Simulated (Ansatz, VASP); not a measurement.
This is a calculation of Ti for VASP 6.6.1.

Contents of INCAR:

```
PREC     = Accurate       # precision mode
ENCUT    = 500            # plane-wave cutoff, eV
EDIFF    = 1E-7           # SCF threshold, eV
ISMEAR   = -1             # smearing method
SIGMA    = 0.05           # smearing width, eV
LREAL    = F              # projectors in reciprocal space
LASPH    = T              # aspherical terms in the spheres
NELM     = 120            # most SCF steps
ALGO     = Normal         # electronic algorithm
ISIF     = 3              # what is computed and relaxed
LWAVE    = F              # write WAVECAR
LCHARG   = F              # write CHGCAR
GGA      = RE             # functional
IBRION   = 2              # ionic algorithm
NSW      = 60             # ionic steps
EDIFFG   = -0.01          # ionic threshold
GGA_COMPAT= F            
NELMIN   = 4
```

File KPOINTS:

```
Automatic mesh
0
Gamma
  11 11 11
```

File POSCAR:

```
Ti
1.0
   -1.6410000000      1.6410000000      1.6410000000
    1.6410000000     -1.6410000000      1.6410000000
    1.6410000000      1.6410000000     -1.6410000000
Ti
1
Direct
    0.0000000000      0.0000000000      0.0000000000
```

Potentials or basis: VASP PAW PBE potentials, release 64 (Ti_sv).

Command:

```sh
$ cat potpaw_PBE.64/Ti_sv/POTCAR > POTCAR
$ mpirun -np 1 vasp_std > vasp.out
```

Translate it to Ansatz 0.2.0. Potentials there: Ansatz PAW.

As run (the cutoff follows the program's own potentials):

The input input.yaml:

```yaml
crystal:
  lattice:
    - [-1.641, 1.641, 1.641]
    - [1.641, -1.641, 1.641]
    - [1.641, 1.641, -1.641]
  atoms:
    - { symbol: Ti, position: [0.0, 0.0, 0.0] }
hamiltonian:
  xc: revpbe
  pseudopotentials: { kind: paw }
kpoints:
  mp_grid: { grid: [11, 11, 11] }
scf:
  occupations: { method: fermi_dirac, width: 0.05 }
output:
  forces: true
  stress: true
relax:
  f_tol: 0.01
  max_steps: 40
  cell: { stress_tol: 0.05 }
```

Potentials or basis: Ansatz PAW.

Run with:

```sh
$ ansatz run input.yaml --threads 2 --pin off --max-ram 5632MiB --backend cpu --events-out ev --progress --plain --runs-dir out
```

Both were run:

|  | VASP | Ansatz | Ansatz less VASP |
| --- | --- | --- | --- |
| relaxed volume (Å³/atom) | 17.59 | 17.64 | +0.050 |
| relaxed cell length with the largest relative difference (Å) | 2.838 | 2.840 | +0.0027 |

VASP's potentials were made for PBE, not for revPBE.

Noted on Ansatz's run: the plane-wave basis is chosen anew once the cell has moved, so the energies of steps on either side of that aren't comparable.
